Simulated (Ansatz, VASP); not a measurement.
KF: VASP beside Ansatz

File INCAR:

```
SYSTEM = KF
PREC     = Accurate       ! precision mode
ENCUT    = 520            ! plane-wave cutoff, eV
EDIFF    = 1E-7           ! SCF threshold, eV
ISMEAR   = -1             ! smearing method
SIGMA    = 0.01           ! smearing width, eV
LREAL    = .False.        ! projectors in reciprocal space
LASPH    = .True.         ! aspherical terms in the spheres
NELM     = 100            ! most SCF steps
ALGO     = Normal         ! electronic algorithm
ISIF     = 2              ! what is computed and relaxed
LWAVE    = .False.        ! write WAVECAR
LCHARG   = .False.        ! write CHGCAR
GGA      = PS             ! functional
NBANDS   = 15             ! bands
```

The input KPOINTS:

```
regular mesh
0
Gamma
  9 9 9
  0 0 0
```

File POSCAR:

```
KF
1.0
    0.0000000000      2.6200300000      2.6735000000
    2.6200300000      0.0000000000      2.6735000000
    2.6200300000      2.6200300000      0.0000000000
K F
1 1
Direct
    0.0000000000      0.0000000000      0.0000000000
    0.5000000000      0.5000000000      0.5000000000
```

Input for Ansatz:

```yaml
crystal:
  lattice:
    - [0.0, 2.62003, 2.6735]
    - [2.62003, 0.0, 2.6735]
    - [2.62003, 2.62003, 0.0]
  atoms:
    - { symbol: K, position: [0.0, 0.0, 0.0] }
    - { symbol: F, position: [0.5, 0.5, 0.5] }
kpoints:
  mp_grid: { grid: [9, 9, 9] }
  band_path:
    path:
      - [0.0, 0.0, 0.0]
      - [0.0, 0.5, 0.5]
      - [0.25, 0.75, 0.5]
      - [0.0, 0.5, 0.0]
      - [0.0, 0.0, 0.0]
      - [0.5, 0.5, 0.0]
      - [0.37005, 0.62995, 0.0]
      - [-0.37005, 0.37005, 0.0]
      - [0.0, 0.0, 0.0]
    npoints: 5
scf:
  occupations: { method: fermi_dirac, width: 0.01 }
hamiltonian:
  xc: pbesol
  pseudopotentials: { kind: all_electron, lapw: { basis_error: 0.001 } }
output:
  forces: true
  stress: true
  eigenvalues: true
```

Change from the starting cell: equal xx and yy strain of -2 %.

Alike in both runs: task single point; functional PBEsol; k mesh 9 × 9 × 9; occupations fermi-dirac, width 0.01 eV; no spin polarisation.

|  | VASP | Ansatz |
| --- | --- | --- |
| version | VASP 6.6.1 | Ansatz 0.2.0 |
| potentials or method | VASP PAW PBE potentials, release 64 (K_sv, F), cutoff 520 eV | all-electron LAPW, scalar-relativistic |

```tsv
	VASP	Ansatz	Ansatz less VASP
gap on the k mesh at the Fermi level (eV)	6.21	6.22	+0.012
pressure (GPa)	0.7	0.6	-0.08
traceless stress, the component that is largest in VASP (GPa)	-0.83	-0.79	+0.036
```

VASP's potentials were made for PBE, not for PBEsol. Ansatz ran all-electron here, and VASP with PAW potentials.
